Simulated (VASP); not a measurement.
Input of a VASP 6.6.1 run:

File INCAR:

```
SYSTEM = Zn6CO6F2
  PREC = Accurate
  ENCUT = 520
  EDIFF = 1E-6
  ISMEAR = 0
  SIGMA = 0.02
  LREAL = Auto
  LASPH = .TRUE.
  NELM = 60
  ALGO = Normal
  ISIF = 2
  LWAVE = .FALSE.
  LCHARG = .FALSE.
  GGA = PE
  NBANDS = 76
```

File KPOINTS:

```
regular mesh
0
G
  2 2 1
  0 0 0
```

Contents of POSCAR:

```
Zn6CO6F2
1.0
    5.8041020000      0.0000000000      0.0000000000
   -2.9020510000      5.4880210000      0.0000000000
    0.0000000000      0.0000000000     17.5870760000
Zn O C F
6 6 1 2
Direct
    0.3333333908      0.0000000000      0.0568599351
    0.3156248233      0.4756924217      0.0373068838
    0.8765247472      0.0168408612      0.1103815097
    0.8278418426      0.4848155647      0.0851068705
    0.1678630191      0.0828748651      0.2911526623
    0.3935506584      0.5063364371      0.1965504669
    0.1438780234      0.6649227472      0.0360912183
    0.1265043989      0.1432192042      0.0231039543
    0.6216792174      0.6503433569      0.1090400701
    0.6444397429      0.1580892274      0.1115193907
    0.1341201560      0.7293166334      0.2682125784
    0.1363064438      0.1685644060      0.1940360638
    0.3182973785      0.6877695985      0.2772415949
    0.2707165127      1.1433952239      0.3860408063
    0.4673557517      0.7762690777      0.3401228266
```

Potentials or basis: VASP PAW PBE potentials, release 64 (Zn, O, C, F).

Run with:

```console
$ cat potpaw_PBE.64/Zn/POTCAR potpaw_PBE.64/O/POTCAR potpaw_PBE.64/C/POTCAR potpaw_PBE.64/F/POTCAR > POTCAR
$ mpirun -np 1 vasp_std > vasp.out
```

(1) Estimate the largest force.

(2) Predict the band gap on the k mesh.

Results:

(1) 0.617 eV/Å.

(2) 1.60 eV.

Caveat: the k points lie up to 0.61 Å⁻¹ apart.
